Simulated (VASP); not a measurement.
# SnSe (Fm-3m) in VASP: further runs

The runs below take SnSe through single point, relaxation of cell and atoms, with PBEsol.

Program: VASP 6.6.1. These are calculated values, not measurements. Logs are shortened: lines on timing, memory, paths and dates and some standing lists are left out, and cuts for length are marked.

## Step 1: The cell of the first run

The structure is cubic, space group Fm-3m (No. 225). Conventional cell: a = 5.773 Å, b = 5.773 Å, c = 5.773 Å, α = 90.00°, β = 90.00°, γ = 90.00°. Within 3.8 Å of Sn (site symmetry m-3m) lie 6 Se at 2.89 Å. Se (site symmetry m-3m) has 6 Sn at 2.89 Å within 3.8 Å.

## Step 2: Single point, PBEsol

INCAR reads:

```
PREC = Accurate
ENCUT = 520
EDIFF = 1E-7
ISMEAR = 0
SIGMA = 0.01
LREAL = False
LASPH = True
NELM = 100
ALGO = Normal
ISIF = 2
LWAVE = False
LCHARG = False
GGA = PS
NBANDS = 17
```

KPOINTS reads:

```
regular mesh
0
Gamma
  8 8 8
```

POSCAR reads:

```
SnSe
1.0
    0.0000000000      2.8867281760      2.8867281760
    2.8867281760      0.0000000000      2.8867281760
    2.8867281760      2.8867281760      0.0000000000
Sn Se
1 1
Direct
    0.0000000000      0.0000000000      0.0000000000
    0.5000000000      0.5000000000      0.5000000000
```

Potentials or basis: VASP PAW PBE potentials, release 64 (Sn_d, Se).

Started as:

```bash
cat potpaw_PBE.64/Sn_d/POTCAR potpaw_PBE.64/Se/POTCAR > POTCAR
mpirun -np 1 vasp_std > vasp.out
```

OUTCAR:

```text
PREC = Accurate
   ENCUT = 520
   EDIFF = 1E-7
   ISMEAR = 0
   LREAL = False
   LASPH = True
   NELM = 100
   ISIF = 2
   GGA = PS

 ion  position               nearest neighbor table
   1  0.000  0.000  0.000-   2 2.89   2 2.89   2 2.89   2 2.89   2 2.89   2 2.89
   2  0.500  0.500  0.500-   1 2.89   1 2.89   1 2.89   1 2.89   1 2.89   1 2.89

  LATTYP: Found a face centered cubic cell.
 ALAT       =     5.7734563520

  Lattice vectors:

 A1 = (   0.0000000000,   2.8867281760,   2.8867281760)
 A2 = (   2.8867281760,   0.0000000000,   2.8867281760)
 A3 = (   2.8867281760,   2.8867281760,   0.0000000000)

Analysis of symmetry for initial positions (statically):
=====================================================================
 Subroutine PRICEL returns:
 Original cell was already a primitive cell.

 Routine SETGRP: Setting up the symmetry group for a
 face centered cubic supercell.

 Subroutine GETGRP returns: Found 48 space group operations
[... 9 lines left out ...]

 Routine SETGRP: Setting up the symmetry group for a
 face centered cubic supercell.

 Subroutine GETGRP returns: Found 48 space group operations
[... 11 lines left out ...]
                                     Primitive cell

  volume of cell :      48.1114

  direct lattice vectors                    reciprocal lattice vectors
     0.000000000  2.886728176  2.886728176    -0.173206471  0.173206471  0.173206471
     2.886728176  0.000000000  2.886728176     0.173206471 -0.173206471  0.173206471
     2.886728176  2.886728176  0.000000000     0.173206471  0.173206471 -0.173206471

  length of vectors
     4.082450137  4.082450137  4.082450137     0.300002408  0.300002408  0.300002408

  position of ions in fractional coordinates (direct lattice)
     0.000000000  0.000000000  0.000000000
     0.500000000  0.500000000  0.500000000

  ion indices of the primitive-cell ions
   primitive index   ion index
                 1           1
                 2           2

----------------------------------------------------------------------------------------

 KPOINTS: regular mesh

Automatic generation of k-mesh.
 Grid dimensions read from file:
 generate k-points for:    8    8    8

 Generating k-lattice:

  Cartesian coordinates                     Fractional coordinates (reciprocal lattice)
    -0.021650809  0.021650809  0.021650809     0.125000000  0.000000000  0.000000000
     0.021650809 -0.021650809  0.021650809     0.000000000  0.125000000  0.000000000
     0.021650809  0.021650809 -0.021650809     0.000000000  0.000000000  0.125000000

  Length of vectors
     0.037500301  0.037500301  0.037500301

  Shift w.r.t. Gamma in fractional coordinates (k-lattice)
     0.000000000  0.000000000  0.000000000

 Subroutine IBZKPT returns following result:
 ===========================================

 Found     29 irreducible k-points:

 Following reciprocal coordinates:
            Coordinates               Weight
  0.000000  0.000000  0.000000      1.000000
  0.125000  0.000000  0.000000      8.000000
  0.250000  0.000000  0.000000      8.000000
  0.375000  0.000000  0.000000      8.000000
  0.500000  0.000000  0.000000      4.000000
  0.125000  0.125000  0.000000      6.000000
[... 16 lines left out ...]
  0.500000  0.250000  0.125000     48.000000
 -0.375000  0.250000  0.125000     24.000000
 [... further k-points ...]
   k-points           NKPTS =     29   k-points in BZ     NKDIM =     29   number of bands    NBANDS=     17
   number of dos      NEDOS =    301   number of ions     NIONS =      2
   total plane-waves  NPLWV =  27000
   dimension x,y,z NGX =    30 NGY =   30 NGZ =   30
   dimension x,y,z NGXF=    60 NGYF=   60 NGZF=   60
   ions per type =               1   1
   NGX,Y,Z   is equivalent  to a cutoff of  12.22, 12.22, 12.22 a.u.
   NGXF,Y,Z  is equivalent  to a cutoff of  24.43, 24.43, 24.43 a.u.
 SYSTEM =  unknown system
   PREC   = accura    normal or accurate (medium, high low for compatibility)
   ISTART =      0    job   : 0-new  1-cont  2-samecut
   ICHARG =      2    charge: 1-file 2-atom 10-const
   ISPIN  =      1    spin polarized calculation?
   LNONCOLLINEAR =      F non collinear calculations
   LSORBIT =      F    spin-orbit coupling
   LASPH  =      T    aspherical Exc in radial PAW
   ENCUT  =  520.0 eV  38.22 Ry    6.18 a.u.   7.59  7.59  7.59*2*pi/ulx,y,z
   NELM   =    100;   NELMIN=  2; NELMDL= -5     # of ELM steps
   EDIFF  = 0.1E-06   stopping-criterion for ELM
   LREAL  =      F    real-space projection
   EDIFFG = 0.1E-05   stopping-criterion for IOM
   NSW    =      0    number of steps for IOM
   IBRION =     -1    ionic relax: 0-MD 1-quasi-New 2-CG
   NFREE  =      0    steps in history (QN), initial steepest desc. (CG)
   ISIF   =      2    stress and relaxation
   ISYM   =      2    0-nonsym 1-usesym 2-fastsym
   POTIM  = 0.5000    time-step for ionic-motion
   TEBEG  =    0.0;   TEEND  =   0.0 temperature during run
   PSTRESS=    0.0 pullay stress
   NELECT =      20.0000    total number of electrons
   NUPDOWN=      -1.0000    fix difference up-down
   EMIN   =  10.00;   EMAX   =-10.00  energy-range for DOS
   EFERMI =   0.00;   METHOD = LEGACY
   ISMEAR =     0;   SIGMA  =   0.01  broadening in eV -4-tet -1-fermi 0-gaus
   EFERMI_NEDOS =   21; number of points for ismear=-14 and -15
   IALGO  =     38    algorithm
   IMIX   =      4    mixing-type and parameters
     AMIX     =   0.40;   BMIX     =  1.00
     AMIX_MAG =   1.60;   BMIX_MAG =  1.00
  volume/ion in A,a.u.               =      24.06       162.34
  Fermi-wavevector in a.u.,A,eV,Ry     =   1.221806  2.308879 20.310914  1.492810
  Thomas-Fermi vector in A             =   2.356975
   LORBIT       =      0    0 simple, 1 ext, 2 COOP (PROOUT), +10 PAW based schemes
   GGA     = PS    functional components
   LHFCALC =     F    Hartree Fock is set to
   AEXX    =    0.0000 exact exchange contribution
   IVDW    =     0    specifies the selected vdW correction
   LEPSILON=     F    determine dielectric tensor
   LRPA    =     F    only Hartree local field effects (RPA)
 non-spin polarized calculation
 Gauss-broadening in eV      SIGMA  =   0.01
  energy-cutoff  :      520.00
  volume of cell :       48.11
 maximum number of plane-waves:      1314
   NGX = 15   NGY = 15   NGZ = 15

 number of electron      19.9999993 magnetization

 Free energy of the ion-electron system (eV)
  ---------------------------------------------------
  ext. energy  EPLUGINS =         0.00000000
  ---------------------------------------------------
  free energy    TOTEN  =        -8.90670330 eV

  energy without entropy =       -8.90670330  energy(sigma->0) =       -8.90670330

 E-fermi :   7.0257     XC(G=0): -10.3533

 val. band max:        6.9661534215   @ k =  -0.2500   0.1250   0.0000
 cond. band min:       7.6262312256   @ k =  -0.3750   0.1250   0.0000
 fundamental gap:      0.6600778040
 Fermi energy:         7.0257338863

 k-point     1 :       0.0000    0.0000    0.0000
  band No.  band energies     occupation
      1     -14.5811      2.00000
      2     -14.5811      2.00000
      3     -14.5753      2.00000
      4     -14.5753      2.00000
      5     -14.5753      2.00000
      6      -7.8867      2.00000
[... 9 lines left out ...]
     16      12.5638      0.00000
     17      14.7755      0.00000

 k-point     2 :       0.1250    0.0000    0.0000
  band No.  band energies     occupation
      1     -14.5828      2.00000
      2     -14.5828      2.00000
      3     -14.5748      2.00000
      4     -14.5725      2.00000
      5     -14.5725      2.00000
      6      -7.7489      2.00000
[... 9 lines left out ...]
     16      12.9945      0.00000
     17      16.1472      0.00000

 k-point     3 :       0.2500    0.0000    0.0000
  band No.  band energies     occupation
      1     -14.5880      2.00000
      2     -14.5880      2.00000
      3     -14.5737      2.00000
      4     -14.5649      2.00000
      5     -14.5649      2.00000
      6      -7.3702      2.00000
[... 9 lines left out ...]
     16      14.0441      0.00000
     17      18.7845      0.00000

 k-point     4 :       0.3750    0.0000    0.0000
  band No.  band energies     occupation
      1     -14.5933      2.00000
      2     -14.5933      2.00000
      3     -14.5726      2.00000
      4     -14.5570      2.00000
      5     -14.5570      2.00000
      6      -6.8921      2.00000
[... 9 lines left out ...]
     16      15.6485      0.00000
     17      19.0575      0.00000

 k-point     5 :       0.5000    0.0000    0.0000
  band No.  band energies     occupation
      1     -14.5955      2.00000
      2     -14.5955      2.00000
      3     -14.5722      2.00000
      4     -14.5537      2.00000
      5     -14.5537      2.00000
      6      -6.6446      2.00000
[... 9 lines left out ...]
     16      17.2500      0.00000
     17      17.5247      0.00000

 k-point     6 :       0.1250    0.1250    0.0000
  band No.  band energies     occupation
      1     -14.5869      2.00000
      2     -14.5792      2.00000
      3     -14.5770      2.00000
      4     -14.5710      2.00000
      5     -14.5710      2.00000
      6      -7.7021      2.00000
[... 9 lines left out ...]
     16      13.8435      0.00000
     17      15.4248      0.00000
[... 281 lines left out ...]
 k-point    21 :       0.5000    0.5000    0.0000
  band No.  band energies     occupation
      1     -14.6391      2.00000
      2     -14.5873      2.00000
      3     -14.5680      2.00000
      4     -14.5447      2.00000
      5     -14.5447      2.00000
      6      -6.2193      2.00000
[... 9 lines left out ...]
     16      19.7026      0.00000
     17      19.8777      0.00000

 k-point    22 :       0.3750    0.2500    0.1250
  band No.  band energies     occupation
      1     -14.6011      2.00000
      2     -14.5816      2.00000
      3     -14.5767      2.00000
      4     -14.5607      2.00000
      5     -14.5586      2.00000
      6      -7.0548      2.00000
[... 9 lines left out ...]
     16      16.6139      0.00000
     17      16.8729      0.00000

 k-point    23 :       0.5000    0.2500    0.1250
  band No.  band energies     occupation
      1     -14.6062      2.00000
      2     -14.5854      2.00000
      3     -14.5721      2.00000
      4     -14.5585      2.00000
      5     -14.5539      2.00000
      6      -6.6351      2.00000
[... 9 lines left out ...]
     16      16.8981      0.00000
     17      18.5128      0.00000

 k-point    24 :      -0.3750    0.2500    0.1250
  band No.  band energies     occupation
      1     -14.6079      2.00000
      2     -14.5874      2.00000
      3     -14.5677      2.00000
      4     -14.5608      2.00000
      5     -14.5514      2.00000
      6      -6.4279      2.00000
[... 9 lines left out ...]
     16      18.0289      0.00000
     17      18.0547      0.00000

 [... further k-points ...]
[... 5 lines left out ...]
  --------------------------------------------------------------------------------------
  -------------------------------------------------------------------------------------
  Total        1.8189315      1.8189315      1.8189315      0.0000000      0.0000000      0.0000000
  in kB       60.5730229     60.5730229     60.5730229      0.0000000      0.0000000      0.0000000
  external PRESSURE =      60.5730229 kB  Pullay stress =       0.0000000 kB

 VOLUME and BASIS-vectors are now :
 -----------------------------------------------------------------------------
  energy-cutoff  :      520.00
  volume of cell :       48.11
      direct lattice vectors                 reciprocal lattice vectors
     0.000000000  2.886728176  2.886728176    -0.173206471  0.173206471  0.173206471
     2.886728176  0.000000000  2.886728176     0.173206471 -0.173206471  0.173206471
     2.886728176  2.886728176  0.000000000     0.173206471  0.173206471 -0.173206471

 POSITION                                       TOTAL-FORCE (eV/Angst)
 -----------------------------------------------------------------------------------
      0.00000      0.00000      0.00000         0.000000     -0.000000     -0.000000
      2.88673      2.88673      2.88673        -0.000000      0.000000      0.000000
 -----------------------------------------------------------------------------------
    total drift:                               -0.000000      0.000000      0.000000

  FREE ENERGIE OF THE ION-ELECTRON SYSTEM (eV)
  ---------------------------------------------------
  free  energy   TOTEN  =        -8.9067032963 eV

  energy  without entropy=       -8.9067032963  energy(sigma->0) =       -8.90670330
```

It used 26 s of CPU time on 1 thread of AMD EPYC 7R13 Processor (Zen 3), with other jobs on the host.

What came out:

* Free energy: -8.9067 eV
* Pressure: 6.1 GPa
* Band gap on the k mesh: 0.66 eV, indirect (least direct gap 0.84 eV)

Caveat: the PAW data sets were made with another functional, which shifts forces and pressure a little; spin-orbit coupling is left out, which moves the levels of the heavy elements. A k mesh can miss the band edges.

## Step 3: Relaxation of cell and atoms, PBEsol, target pressure 6 GPa, at which the enthalpy is minimised

This run uses another cell than the first one, of 26.27 Å³/atom, 1.092 times its volume.

INCAR reads:

```
  PREC = Accurate
  ENCUT = 600
  EDIFF = 1E-6
  ISMEAR = 0
  SIGMA = 0.01
  LREAL = F
  LASPH = T
  NELM = 100
  ALGO = Normal
  ISIF = 3
  LWAVE = F
  LCHARG = F
  GGA = PS
  IBRION = 2
  NSW = 80
  EDIFFG = -0.001
  PSTRESS = 60.0
```

KPOINTS is that of step 2.

POSCAR reads:

```
SnSe
1.0
    0.0000000000      2.9727546659      2.9727546659
    2.9727546659      0.0000000000      2.9727546659
    2.9727546659      2.9727546659      0.0000000000
Sn Se
1 1
Direct
    0.0000000000      0.0000000000      0.0000000000
    0.5000000000      0.5000000000      0.5000000000
```

Potentials or basis: VASP PAW PBE potentials, release 64 (Sn_d, Se).

Started as:

```bash
cat potpaw_PBE.64/Sn_d/POTCAR potpaw_PBE.64/Se/POTCAR > POTCAR
mpirun -np 1 vasp_std > vasp.out
```

OUTCAR:

```text
PREC = Accurate
   ENCUT = 600
   EDIFF = 1E-6
   ISMEAR = 0
   LREAL = F
   LASPH = T
   NELM = 100
   ISIF = 3
   GGA = PS
   IBRION = 2
   NSW = 80
   EDIFFG = -0.001
   PSTRESS = 60.0

 ion  position               nearest neighbor table
   1  0.000  0.000  0.000-   2 2.97   2 2.97   2 2.97   2 2.97   2 2.97   2 2.97
   2  0.500  0.500  0.500-   1 2.97   1 2.97   1 2.97   1 2.97   1 2.97   1 2.97

  LATTYP: Found a face centered cubic cell.
 ALAT       =     5.9455093318

  Lattice vectors:

 A1 = (   0.0000000000,   2.9727546659,   2.9727546659)
 A2 = (   2.9727546659,   0.0000000000,   2.9727546659)
 A3 = (   2.9727546659,   2.9727546659,   0.0000000000)

Analysis of symmetry for initial positions (statically):
=====================================================================
 Subroutine PRICEL returns:
 Original cell was already a primitive cell.

[... 187 lines left out ...]
      6      -8.2759      2.00000
      7       0.8770      2.00000
      8       3.5717      2.00000
      9       3.5717      2.00000
     10       3.5717      2.00000
     11      10.2886      0.00000
     12      10.2886      0.00000
     13      10.2886      0.00000
     14      11.6218      0.00000
[... 656 lines left out ...]
--------------------------------------- Ionic step        8  -------------------------------------------

 number of electron      20.0000001 magnetization

 Free energy of the ion-electron system (eV)
  ---------------------------------------------------
  ext. energy  EPLUGINS =         0.00000000
  ---------------------------------------------------
  free energy    TOTEN  =        -8.90954325 eV

  energy without entropy =       -8.90954325  energy(sigma->0) =       -8.90954325

 E-fermi :   7.0012     XC(G=0): -10.3476

 val. band max:        6.9475946557   @ k =  -0.2500   0.1250   0.0000
 cond. band min:       7.6097371900   @ k =  -0.3750   0.1250   0.0000
 fundamental gap:      0.6621425343
 Fermi energy:         7.0012449303

 k-point     1 :       0.0000    0.0000    0.0000
  band No.  band energies     occupation
      1     -14.5958      2.00000
      2     -14.5958      2.00000
      3     -14.5900      2.00000
      4     -14.5900      2.00000
      5     -14.5900      2.00000
      6      -7.8923      2.00000
      7       2.2390      2.00000
      8       4.3491      2.00000
      9       4.3491      2.00000
     10       4.3491      2.00000
     11      11.6626      0.00000
     12      11.6626      0.00000
     13      11.6626      0.00000
     14      12.5502      0.00000
[... 424 lines left out ...]
  energy  without entropy=       -8.9095432477  energy(sigma->0) =       -8.90954325

  enthalpy is  TOTEN    =        -7.1056373650 eV   P V=        1.8039058827

 reached required accuracy - stopping structural energy minimisation
```

OSZICAR:

```text
N       E                     dE             d eps       ncg     rms          rms(c)
DAV:   1     0.141870864325E+03    0.14187E+03   -0.11016E+04   830   0.192E+03
DAV:   2     0.440190169389E+01   -0.13747E+03   -0.13486E+03   860   0.427E+02
DAV:   3    -0.881765558300E+01   -0.13220E+02   -0.13161E+02  1076   0.110E+02
DAV:   4    -0.913080967379E+01   -0.31315E+00   -0.31304E+00   872   0.189E+01
[... 56 lines left out ...]
   7 F= -.71056372E+01 E0= -.71056372E+01  d E =-.209444E-04
       N       E                     dE             d eps       ncg     rms          rms(c)
DAV:   1    -0.890954465165E+01    0.15890E-03   -0.31136E-05  1010   0.977E-02    0.671E-03
DAV:   2    -0.890954345674E+01    0.11949E-05   -0.17889E-06   406   0.255E-02    0.296E-03
DAV:   3    -0.890954324771E+01    0.20902E-06   -0.95365E-07   406   0.159E-02
   8 F= -.71056374E+01 E0= -.71056374E+01  d E =-.210645E-04
```

It used 240 s of CPU time on 1 thread of AMD EPYC 7R13 Processor (Zen 3), on a shared host.

What came out:

- Free energy: -8.9095 eV
- Relaxed volume: 24.08 Å³/atom
- Relaxed cell: a = 4.084 Å, b = 4.084 Å, c = 4.084 Å, α = 60.00°, β = 60.00°, γ = 60.00°
- Space group after relaxing (to 0.05 Å): Fm-3m (No. 225)
- Energy change on relaxing (the enthalpy is what falls): +38.2 meV/atom
- Ionic steps: 8
- Pressure after relaxing: 6.0 GPa
- Band gap on the k mesh: 0.66 eV, indirect (least direct gap 0.84 eV)

The path:
```csv
step,energy change (eV),largest force (eV/Å),pressure (GPa),volume (Å³)
1,0.0000,0.0000,0.04,52.54
2,0.2207,0.0000,11.34,45.46
3,0.0758,0.0000,5.98,48.19
4,0.0790,0.0000,6.12,48.10
5,0.0745,0.0000,5.92,48.22
6,0.0767,0.0000,6.02,48.16
7,0.0763,0.0000,5.99,48.17
8,0.0764,0.0000,6.01,48.17
```

Final structure:
```cif
data_structure
_symmetry_space_group_name_H-M 'P 1'
_symmetry_Int_Tables_number 1
_cell_length_a 4.0841
_cell_length_b 4.0841
_cell_length_c 4.0841
_cell_angle_alpha 60.000
_cell_angle_beta 60.000
_cell_angle_gamma 60.000
_cell_volume 48.17
loop_
_atom_site_label
_atom_site_type_symbol
_atom_site_fract_x
_atom_site_fract_y
_atom_site_fract_z
_atom_site_occupancy
Sn1 Sn 0.00000 0.00000 0.00000 1
Se1 Se 0.50000 0.50000 0.50000 1
```

Caveat: the cell is relaxed towards a set pressure, so the enthalpy falls and the energy may rise; the PAW data sets were made with another functional, which shifts forces and pressure a little; spin-orbit coupling is left out, which moves the levels of the heavy elements.
